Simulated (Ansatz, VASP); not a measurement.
# WS2 in VASP and in Ansatz

```
W S
1.0
     3.04561    0.00000    0.00000
    -1.52280    2.63757    0.00000
     0.00000    0.00000   16.51287
W S
1 2
Direct
  0.33333 0.66667 0.00000
  0.65450 0.33333 0.90714
  0.67883 0.33333 0.09286
```

Change from the starting cell: mode 4 frozen in at -0.038 Å, equal normal strain along x, y and z -0.0250.

Alike in both runs: task single point; functional PBEsol; dispersion D3(BJ); k mesh 12 × 12 × 2; occupations gaussian, width 0.05 eV; no spin polarisation.

```csv
,VASP,Ansatz
version,VASP 6.6.1,Ansatz 0.2.0
potentials or method,"VASP PAW PBE potentials, release 64 (W_sv, S), cutoff 520 eV","scalar-relativistic, plane waves, PAW"
valence electrons in the cell,26,26
```

|  | VASP | Ansatz | Ansatz less VASP |
| --- | --- | --- | --- |
| gap on the k mesh at the Fermi level (eV) | 2.12 | 2.12 | -0.001 |
| least direct gap on the mesh (eV) | 2.25 | 2.24 | -0.007 |
| rms of the force components (eV/Å) | 0.806 | 0.794 | -0.0121 |

VASP's potentials were made for PBE, not for PBEsol. Atom by atom the forces differ by 0.013 eV/Å (rms over components).

Neither program's run includes spin-orbit coupling.
